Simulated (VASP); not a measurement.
# TiO2 (Anatase) (I4_1/amd) in VASP: notebook, part 2 of 2

VASP 6.6.1. The steps go on from the part before.

### Step 4. Relaxation of shape and atoms at fixed volume, LDA (volume scaled by 0.960)

File INCAR:

```
  ALGO = Normal
  EDIFF = 1E-7
  EDIFFG = -0.01
  ENCUT = 600
  GGA = CA
  IBRION = 2
  ISIF = 4
  ISMEAR = 0
  LASPH = T
  LCHARG = F
  LREAL = F
  LWAVE = F
  NELM = 80
  NSW = 60
  PREC = Accurate
  SIGMA = 0.05
```

File KPOINTS:

```
k-points
0
Gamma
  8 8 8
```

File POSCAR:

```
TiO2
1.0
   -1.8516273683      1.8516273683      4.6274840850
    1.8516273683     -1.8516273683      4.6274840850
    1.8516273683      1.8516273683     -4.6274840850
Ti O
2 4
Direct
    0.0000000000      0.0000000000      0.0000000000
    0.7500000000      0.2500000000      0.5000000000
    0.2098227148      0.2098227148      0.0000000000
    0.9598227148      0.4598227148      0.5000000000
    0.5401772852      0.0401772852      0.5000000000
    0.7901772852      0.7901772852      0.0000000000
```

Potentials or basis: VASP PAW LDA potentials, release 64 (Ti_sv, O).

Launch:

```bash
cat potpaw_LDA.64/Ti_sv/POTCAR potpaw_LDA.64/O/POTCAR > POTCAR
mpirun -np 1 vasp_std > vasp.out
```

OUTCAR:

```text
EDIFF = 1E-7
   EDIFFG = -0.01
   ENCUT = 600
   GGA = CA
   IBRION = 2
   ISIF = 4
   ISMEAR = 0
   LASPH = T
   LREAL = F
   NELM = 80
   NSW = 60
   PREC = Accurate

 ion  position               nearest neighbor table
   1  0.000  0.000  0.000-   5 1.89   4 1.89   5 1.89   4 1.89   3 1.94   6 1.94
   2  0.750  0.250  0.500-   6 1.89   3 1.89   6 1.89   3 1.89   4 1.94   5 1.94
   3  0.210  0.210  0.000-   2 1.89   2 1.89   1 1.94
   4  0.960  0.460  0.500-   1 1.89   1 1.89   2 1.94
   5  0.540  0.040  0.500-   1 1.89   1 1.89   2 1.94
   6  0.790  0.790  0.000-   2 1.89   2 1.89   1 1.94

  LATTYP: Found a body centered tetragonal cell.
 ALAT       =     3.7032547366
 C/A-ratio  =     2.4991443550

  Lattice vectors:

 A1 = (  -1.8516273683,   1.8516273683,   4.6274840850)
[... 353 lines left out ...]
  ---------------------------------------------------
  free energy    TOTEN  =       -58.76053650 eV

  energy without entropy =      -58.76053650  energy(sigma->0) =      -58.76053650

 E-fermi :   4.1775     XC(G=0): -11.7287

 val. band max:        3.8206789758   @ k =   0.5000   0.5000   0.0000
 cond. band min:       5.7872299340   @ k =   0.0000   0.0000   0.0000
 fundamental gap:      1.9665509582
 Fermi energy:         4.1775197519

 k-point     1 :       0.0000    0.0000    0.0000
  band No.  band energies     occupation
      1     -51.6930      2.00000
      2     -51.5973      2.00000
      3     -28.6775      2.00000
      4     -28.3691      2.00000
      5     -28.3691      2.00000
      6     -28.2635      2.00000
[... 733 lines left out ...]
     27       7.7071      0.00000
     28       7.7860      0.00000

 [... further k-points ...]

------------------------ aborting loop because EDIFF is reached ----------------------------------------

  FORCE on cell =-STRESS in cart. coord.  units (eV):
  Direction    XX          YY          ZZ          XY          YZ          ZX
  --------------------------------------------------------------------------------------
  -------------------------------------------------------------------------------------
  Total        3.4762115      3.4762115      3.4827943      0.0000000      0.0000000      0.0000000
  in kB       87.7616271     87.7616271     87.9278183      0.0000000      0.0000000      0.0000000
  external PRESSURE =      87.8170241 kB  Pullay stress =       0.0000000 kB
[... 21 lines left out ...]
  FREE ENERGIE OF THE ION-ELECTRON SYSTEM (eV)
  ---------------------------------------------------
  free  energy   TOTEN  =       -58.7605364991 eV

  energy  without entropy=      -58.7605364991  energy(sigma->0) =      -58.76053650

 reached required accuracy - stopping structural energy minimisation
```

CONTCAR:

```text
TiO2
   1.00000000000000
    -1.8641829481704477    1.8641829481704477    4.5653602606964121
     1.8641829481704477   -1.8641829481704477    4.5653602606964121
     1.8641829481704477    1.8641829481704477   -4.5653602606964121
  Ti              O
     2     4
Direct
     0.0000000000000000    0.0000000000000000    0.0000000000000000
     0.7500000000000000    0.2500000000000000    0.5000000000000000
     0.2128830572904628    0.2128830572904628    0.0000000000000000
     0.9628830572904628    0.4628830572904628    0.5000000000000000
     0.5371169427095372    0.0371169427095372    0.5000000000000000
     0.7871169427095372    0.7871169427095372    0.0000000000000000

  0.00000000E+00  0.00000000E+00  0.00000000E+00
  0.00000000E+00  0.00000000E+00  0.00000000E+00
  0.00000000E+00  0.00000000E+00  0.00000000E+00
  0.00000000E+00  0.00000000E+00  0.00000000E+00
  0.00000000E+00  0.00000000E+00  0.00000000E+00
  0.00000000E+00  0.00000000E+00  0.00000000E+00
```

Wall time 7.6 min (1 thread of Intel Xeon 6975P-C (Granite Rapids), shared host); peak memory 0.29 GiB.

Results:

```yaml
Free_energy: -58.7605 eV
Energy_gained_by_relaxing: 1.7 meV/atom
Ionic_steps: 5
Pressure_after_relaxing: 8.8 GPa
Largest_force_after_relaxing: 0.003 eV/Å
Band_gap_on_the_k_mesh: 1.97 eV, indirect (least direct gap 2.41 eV)
```

Forces on the atoms (eV/Å):
```
Ti   0.000  0.000  0.000
Ti   0.000  0.000  0.000
O    0.000  0.000  0.003
O    0.000  0.000  0.003
O    0.000  0.000 -0.003
O    0.000  0.000 -0.003
```

Step by step:
| step | energy change (eV) | largest force (eV/Å) | pressure (GPa) | volume (Å³) |
| --- | --- | --- | --- | --- |
| 1 | 0.0000 | 0.1732 | 10.65 | 63.46 |
| 2 | -0.0032 | 0.0223 | 10.09 | 63.46 |
| 3 | -0.0033 | 0.0000 | 10.01 | 63.46 |
| 4 | -0.0061 | 0.0006 | 9.70 | 63.46 |
| 5 | -0.0100 | 0.0033 | 8.78 | 63.46 |

Final structure:
```cif
data_structure
_symmetry_space_group_name_H-M 'P 1'
_symmetry_Int_Tables_number 1
_cell_length_a 5.2719
_cell_length_b 5.2719
_cell_length_c 5.2719
_cell_angle_alpha 138.584
_cell_angle_beta 138.584
_cell_angle_gamma 60.010
_cell_volume 63.46
loop_
_atom_site_label
_atom_site_type_symbol
_atom_site_fract_x
_atom_site_fract_y
_atom_site_fract_z
_atom_site_occupancy
Ti1 Ti 0.00000 0.00000 0.00000 1
Ti2 Ti 0.75000 0.25000 0.50000 1
O1 O 0.21288 0.21288 0.00000 1
O2 O 0.96288 0.46288 0.50000 1
O3 O 0.53712 0.03712 0.50000 1
O4 O 0.78712 0.78712 0.00000 1
```

Caveat: the cell differs from its parent crystal (volume scaled by 0.960).

### Step 5. The runs side by side

```tsv
task	cell	cutoff (eV)	gap on the mesh (eV)	pressure (GPa)	largest force (eV/Å)
single point	a = 5.476 Å, angles 139.9, 139.9, 58.0°, 6 atoms	520	2.12	-2.5	0.03
single point	a = 5.533 Å, angles 140.2, 140.2, 57.5°, 6 atoms	520	2.13	-6.1	0.03
relaxation of shape and atoms at fixed volume	relaxed from a = 5.317 Å, angles 139.2, 139.2, 59.0°, 6 atoms	600	1.97	8.8	-
```

Alike in all rows: level LDA; potentials or basis VASP PAW LDA potentials, release 64 (Ti_sv, O); no spin polarisation; k mesh 8 × 8 × 8; smearing gaussian 0.05 eV.

Total energies depend on the potentials used, so only differences within one code and one set of settings carry meaning.
